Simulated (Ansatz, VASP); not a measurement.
# Two plane-wave programs on Lu3F2

```
Lu F
1.0
     4.54924    0.00000    0.00000
     0.00000    4.54924    0.00000
     0.00000    0.00000    4.54924
Lu F
3 2
Direct
  0.50000 0.00000 0.00000
  0.00000 0.50000 0.00000
  0.00000 0.00000 0.50000
  0.00000 0.00000 0.00000
  0.50000 0.50000 0.50000
```

Alike in both runs: task single point; functional PBE; k mesh 4 × 4 × 4; occupations gaussian, width 0.1 eV; no spin polarisation.

|  | VASP | Ansatz |
| --- | --- | --- |
| version | VASP 6.6.1 | Ansatz 0.2.0 |
| potentials or method | VASP PAW PBE potentials, release 64 (Lu, F), cutoff 520 eV | scalar-relativistic, plane waves, PAW |
| valence electrons in the cell | 89 | 89 |

|  | VASP | Ansatz | Ansatz less VASP |
| --- | --- | --- | --- |
| gap on the k mesh at the Fermi level (eV) | none | none | - |
| pressure (GPa) | 10.8 | 10.5 | -0.35 |

A gap of «none» marks a metal or a gap that the smearing closes. With one functional, cell and mesh, what is left measures potentials, basis and numerics.

Spin-orbit coupling is off throughout.
